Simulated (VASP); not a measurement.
# SiO2 (I-42d) in VASP: further runs, part 2 of 2

VASP 6.6.1. Earlier steps stand in the parts before.

### Step 3. Single point, PBEsol (volume scaled by 0.98)

File INCAR:

```
SYSTEM = SiO2
ALGO = Normal ; EDIFF = 1E-6
ENCUT = 520 ; GGA = PS
ISIF = 2 ; ISMEAR = -1
LASPH = .True. ; LCHARG = .False.
LREAL = .False. ; LWAVE = .False.
NBANDS = 25 ; NELM = 100
PREC = Accurate ; SIGMA = 0.03
```

File KPOINTS:

```
k-points
0
Gamma
  7 7 7
  0 0 0
```

File POSCAR:

```
SiO2
1.0
   -2.3581162984      2.3581162984      3.7188717261
    2.3581162984     -2.3581162984      3.7188717261
    2.3581162984      2.3581162984     -3.7188717261
Si O
2 4
Direct
    0.0000000000      0.0000000000      0.0000000000
    0.7500000000      0.2500000000      0.5000000000
    0.9983800000      0.6250000000      0.8733800000
    0.3750000000      0.2483800000      0.3733800000
    0.7516200000      0.1250000000      0.1266200000
    0.8750000000      0.0016200000      0.6266200000
```

Potentials or basis: VASP PAW PBE potentials, release 64 (Si, O).

On the command line:

```bash
> cat potpaw_PBE.64/Si/POTCAR potpaw_PBE.64/O/POTCAR > POTCAR
> mpirun -np 1 vasp_std > vasp.out
```

It took 91 s on 1 thread of Intel Xeon Platinum 8488C (Sapphire Rapids), shared host; peak memory 0.26 GiB.

Results (log left out):

```
Free energy            : -49.2594 eV
Pressure               : 5.3 GPa
Largest force          : 0.297 eV/Å
Band gap on the k mesh : 6.10 eV, direct
```

Forces in eV/Å, atoms in the order of the input:
```
Si   0.000  0.000  0.000
Si   0.000  0.000  0.000
O    0.000  0.297  0.000
O    0.297  0.000  0.000
O    0.000 -0.297  0.000
O   -0.297  0.000  0.000
```

Stress tensor (GPa, compression positive):
```
5.90 0.00 0.00
0.00 5.90 0.00
0.00 0.00 4.08
```

Levels at points of the mesh, in eV from the valence-band top:
```csv
k point,band 13,band 14,band 15,band 16,band 17,band 18,band 19,band 20
"(0.00, 0.00, 0.00)",-1.36,-1.02,0.00,0.00,6.10,8.64,11.35,11.35
```

Caveat: the PAW data sets were made with another functional, which shifts forces and pressure a little. A k mesh can miss the band edges.

### Step 4. Single point, PBEsol (volume scaled by 0.99)

File INCAR:

```
ALGO     = Normal         # electronic algorithm
EDIFF    = 1E-7           # SCF threshold, eV
ENCUT    = 520            # plane-wave cutoff, eV
GGA      = PS             # functional
ISIF     = 2              # what is computed and relaxed
ISMEAR   = -1             # smearing method
LASPH    = T              # aspherical terms in the spheres
LCHARG   = T              # write CHGCAR
LELF     = T              # ELF
LREAL    = F              # projectors in reciprocal space
LVHAR    = T            
LWAVE    = F              # write WAVECAR
NBANDS   = 25             # bands
NELM     = 60             # most SCF steps
PREC     = Accurate       # precision mode
SIGMA    = 0.03           # smearing width, eV
```

File KPOINTS:

```
k-points
0
Gamma
  7 7 7
```

Edit POSCAR of step 3 so:

```diff
@@ -2,5 +2,5 @@
 1.0
-   -2.3581162984      2.3581162984      3.7188717261
-    2.3581162984     -2.3581162984      3.7188717261
-    2.3581162984      2.3581162984     -3.7188717261
+   -2.3661099741      2.3661099741      3.7314781673
+    2.3661099741     -2.3661099741      3.7314781673
+    2.3661099741      2.3661099741     -3.7314781673
 Si O
```

Potentials or basis: VASP PAW PBE potentials, release 64 (Si, O).

On the command line:

```bash
> cat potpaw_PBE.64/Si/POTCAR potpaw_PBE.64/O/POTCAR > POTCAR
> mpirun -np 1 vasp_std > vasp.out
```

OUTCAR:

```text
EDIFF = 1E-7
   ENCUT = 520
   GGA = PS
   ISIF = 2
   ISMEAR = -1
   LASPH = T
   LREAL = F
   NELM = 60
   PREC = Accurate

 ion  position               nearest neighbor table
   1  0.000  0.000  0.000-   3 1.62   5 1.62   4 1.62   6 1.62   2 3.01   2 3.01   2 3.01   2 3.01

   2  0.750  0.250  0.500-   4 1.62   6 1.62   5 1.62   3 1.62   1 3.01   1 3.01   1 3.01   1 3.01

   3  0.998  0.625  0.873-   1 1.62   2 1.62
[... 883 lines left out ...]
  --------------------------------------------------------------------------------------
  -------------------------------------------------------------------------------------
  Total        2.1131552      2.1131552      1.1322077      0.0000000     -0.0000000      0.0000000
  in kB       40.5164347     40.5164347     21.7083068      0.0000000     -0.0000000      0.0000000
  external PRESSURE =      34.2470587 kB  Pullay stress =       0.0000000 kB

 VOLUME and BASIS-vectors are now :
 -----------------------------------------------------------------------------
  energy-cutoff  :      520.00
  volume of cell :       83.56
      direct lattice vectors                 reciprocal lattice vectors
    -2.366109974  2.366109974  3.731478167     0.000000000  0.211317312  0.133995156
     2.366109974 -2.366109974  3.731478167     0.211317312  0.000000000  0.133995156
     2.366109974  2.366109974 -3.731478167     0.211317312  0.211317312  0.000000000

 POSITION                                       TOTAL-FORCE (eV/Angst)
 -----------------------------------------------------------------------------------
      0.00000      0.00000      0.00000         0.000000      0.000000      0.000000
      0.00000      2.36611      1.86574         0.000000      0.000000     -0.000000
      1.18305      2.94997      2.79861         0.000000      0.158697      0.000000
      0.58386      1.18305      0.93287         0.158697      0.000000      0.000000
     -1.18305      1.78225      2.79861         0.000000     -0.158697      0.000000
     -0.58386      3.54916      0.93287        -0.158697      0.000000      0.000000
 -----------------------------------------------------------------------------------
    total drift:                                0.000002      0.000002      0.000002

  FREE ENERGIE OF THE ION-ELECTRON SYSTEM (eV)
  ---------------------------------------------------
  free  energy   TOTEN  =       -49.2833861905 eV

  energy  without entropy=      -49.2833861905  energy(sigma->0) =      -49.28338619
```

OSZICAR:

```text
N       E                     dE             d eps       ncg     rms          rms(c)
DAV:   1     0.167900968329E+03    0.16790E+03   -0.16206E+04  2008   0.115E+03
DAV:   2    -0.439465978666E+02   -0.21185E+03   -0.20381E+03  2684   0.273E+02
DAV:   3    -0.550092898388E+02   -0.11063E+02   -0.11015E+02  2675   0.638E+01
DAV:   4    -0.551133115191E+02   -0.10402E+00   -0.10398E+00  2416   0.705E+00
DAV:   5    -0.551145625491E+02   -0.12510E-02   -0.12508E-02  2673   0.761E-01    0.203E+01
DAV:   6    -0.493451026434E+02    0.57695E+01   -0.17718E+01  2460   0.266E+01    0.104E+01
DAV:   7    -0.493024113627E+02    0.42691E-01   -0.61204E-01  2517   0.431E+00    0.365E+00
DAV:   8    -0.492783400660E+02    0.24071E-01   -0.35459E-02  2565   0.158E+00    0.131E+00
DAV:   9    -0.492816046595E+02   -0.32646E-02   -0.15436E-02  2207   0.933E-01    0.268E-01
DAV:  10    -0.492833148306E+02   -0.17102E-02   -0.21929E-03  2457   0.271E-01    0.782E-02
DAV:  11    -0.492833803285E+02   -0.65498E-04   -0.52719E-04  2527   0.159E-01    0.235E-02
DAV:  12    -0.492833828277E+02   -0.24992E-05   -0.34804E-05  2452   0.387E-02    0.128E-02
DAV:  13    -0.492833858723E+02   -0.30446E-05   -0.54129E-06  2422   0.145E-02    0.412E-03
DAV:  14    -0.492833861719E+02   -0.29963E-06   -0.30838E-07  2196   0.367E-03    0.135E-03
DAV:  15    -0.492833861905E+02   -0.18578E-07   -0.37111E-08  1856   0.129E-03
   1 F= -.49283386E+02 E0= -.49283386E+02  d E =-.151312E-10
```

stdout:

```text
POSCAR found type information on POSCAR SiO
 POSCAR found :  2 types and       6 ions
 scaLAPACK will be used
 -----------------------------------------------------------------------------
|                                                                             |
|                                                                             |
|     You enforced a specific xc type in the INCAR file but a different       |
|     I HOPE YOU KNOW WHAT YOU ARE DOING!                                     |
|                                                                             |
 -----------------------------------------------------------------------------

 LDA part: xc-table for (Slater+PW92), standard interpolation
 POSCAR, INCAR and KPOINTS ok, starting setup
 FFT: planning ... GRIDC
 FFT: planning ... GRID_SOFT
 FFT: planning ... GRID
 WAVECAR not read
 entering main loop
```

Wall time 1.8 min (1 thread of Intel Xeon Platinum 8488C (Sapphire Rapids), shared host); peak memory 0.25 GiB.

What came out:

```
Free energy            : -49.2834 eV
Pressure               : 3.4 GPa
Largest force          : 0.159 eV/Å
Band gap on the k mesh : 6.04 eV, direct
```

Forces in eV/Å, atoms in the order of the input:
```
Si   0.000  0.000  0.000
Si   0.000  0.000  0.000
O    0.000  0.159  0.000
O    0.159  0.000  0.000
O    0.000 -0.159  0.000
O   -0.159  0.000  0.000
```

Caveat: the PAW data sets were made with another functional, which shifts forces and pressure a little.

### Step 5. Single point, PBEsol (volume scaled by 1.01)

File INCAR:

```
  PREC = Accurate
  ENCUT = 520
  EDIFF = 1E-7
  ISMEAR = -1
  SIGMA = 0.03
  LREAL = F
  LASPH = T
  NELM = 80
  ALGO = Normal
  ISIF = 2
  LWAVE = F
  LCHARG = T
  GGA = PS
  LELF = T
  LVHAR = T
  NBANDS = 25
```

File KPOINTS:

```
Automatic mesh
0
Gamma
  7 7 7
```

Edit POSCAR of step 4 so:

```diff
@@ -2,5 +2,5 @@
 1.0
-   -2.3661099741      2.3661099741      3.7314781673
-    2.3661099741     -2.3661099741      3.7314781673
-    2.3661099741      2.3661099741     -3.7314781673
+   -2.3819372672      2.3819372672      3.7564386296
+    2.3819372672     -2.3819372672      3.7564386296
+    2.3819372672      2.3819372672     -3.7564386296
 Si O
```

On the command line:

```bash
> cat potpaw_PBE.64/Si/POTCAR potpaw_PBE.64/O/POTCAR > POTCAR
> mpirun -np 1 vasp_std > vasp.out
```

It took 1.8 min on 1 thread of Intel Xeon Platinum 8488C (Sapphire Rapids), shared host; peak memory 0.25 GiB.

It converged, with:

- Free energy: -49.3031 eV
- Pressure: 0.0 GPa
- Largest force: 0.101 eV/Å
- Band gap on the k mesh: 5.91 eV, direct

Forces on the atoms (eV/Å):
```
Si   0.000  0.000  0.000
Si   0.000  0.000  0.000
O    0.000 -0.101  0.000
O   -0.101  0.000  0.000
O    0.000  0.101  0.000
O    0.101  0.000  0.000
```

Stress tensor (GPa, compression positive):
```
 0.62  0.00  0.00
 0.00  0.62  0.00
 0.00  0.00 -1.36
```

Levels at points of the mesh, in eV from the valence-band top:
```
           k point  band 13  band 14  band 15  band 16  band 17  band 18  band 19  band 20
(0.00, 0.00, 0.00)    -1.32    -1.03     0.00     0.00     5.91     8.53    11.11    11.11
```

Caveat: the PAW data sets were made with another functional, which shifts forces and pressure a little. A k mesh can miss the band edges.

### Step 6. The runs side by side

```tsv
cell	gap on the mesh (eV)	pressure (GPa)	largest force (eV/Å)
a = 4.961 Å, angles 123.7, 123.7, 83.8°, 6 atoms	6.23	9.3	0.59
a = 4.995 Å, angles 123.7, 123.7, 83.8°, 6 atoms	6.10	5.3	0.30
a = 5.012 Å, angles 123.7, 123.7, 83.8°, 6 atoms	6.04	3.4	0.16
a = 5.046 Å, angles 123.7, 123.7, 83.8°, 6 atoms	5.91	0.0	0.10
```

Alike in all rows: task single point; level PBEsol; potentials or basis VASP PAW PBE potentials, release 64 (Si, O); no spin polarisation; k mesh 7 × 7 × 7; cutoff (eV) 520; smearing fermi-dirac 0.03 eV.

Caveats: the PAW data sets were made with another functional, which shifts forces and pressure a little.

Absolute energies hang on the potentials; compare differences alone.
